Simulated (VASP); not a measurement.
KBr (rocksalt type):

```
CELL_PARAMETERS angstrom
0.00000 2.96434 2.96434
2.96434 0.00000 2.96434
2.96434 2.96434 0.00000
ATOMIC_POSITIONS crystal
K 0.00000 0.00000 0.00000
Br 0.50000 0.50000 0.50000
```

- Program: VASP 6.6.1
- Task: relaxation of cell and atoms
- Functional: PBE
- Potentials or basis: VASP PAW PBE potentials, release 64 (K_sv, Br)
- Cutoff: 600 eV
- k mesh: 12 × 12 × 12
- Occupations: fermi-dirac, width 0.05 eV
- Spin: no spin polarisation

At the start: pressure 12.3 GPa; volume 26.05 Å³/atom.

Q: Where does the relaxation end?

A: Over 25 steps the energy falls by 314.6 meV/atom and the volume is 37.81 Å³/atom (+45.1 %); space group Fm-3m (No. 225, to 0.05 Å).

The path:
```tsv
step	energy change (eV)	largest force (eV/Å)	pressure (GPa)	volume (Å³)
1	0.0000	0.0000	12.35	52.10
2	-0.5986	0.0000	1.59	68.75
3	-0.6239	0.0000	0.60	72.54
4	-0.6166	0.0000	-0.74	80.55
5	-0.6291	0.0000	-0.06	75.85
6	-0.6292	0.0000	0.04	75.32
7	-0.6292	0.0000	0.04	75.32
8	-0.6292	0.0000	0.04	75.32
9	-0.6292	0.0000	0.03	75.32
10	-0.6292	0.0000	0.03	75.32
11	-0.6292	0.0000	0.03	75.32
12	-0.6292	0.0000	0.03	75.32
13	-0.6292	0.0000	0.03	75.32
14	-0.6292	0.0000	0.03	75.32
15	-0.6292	0.0000	0.03	75.32
16	-0.6292	0.0000	0.03	75.32
17	-0.6292	0.0000	0.04	75.32
18	-0.6292	0.0000	0.04	75.33
19	-0.6292	0.0000	0.05	75.33
20	-0.6292	0.0000	0.03	75.35
21	-0.6292	0.0000	0.03	75.38
22	-0.6292	0.0000	0.03	75.43
23	-0.6292	0.0000	0.02	75.55
24	-0.6292	0.0000	-0.05	75.77
25	-0.6292	0.0000	-0.02	75.61
```

Final structure:
```
CELL_PARAMETERS angstrom
0.00000 3.35624 3.35624
3.35624 0.00000 3.35624
3.35624 3.35624 0.00000
ATOMIC_POSITIONS crystal
K 0.00000 0.00000 0.00000
Br 0.50000 0.50000 0.50000
```

Caveat: the volume moved by over 15 % at a fixed basis, so the end points are rough.
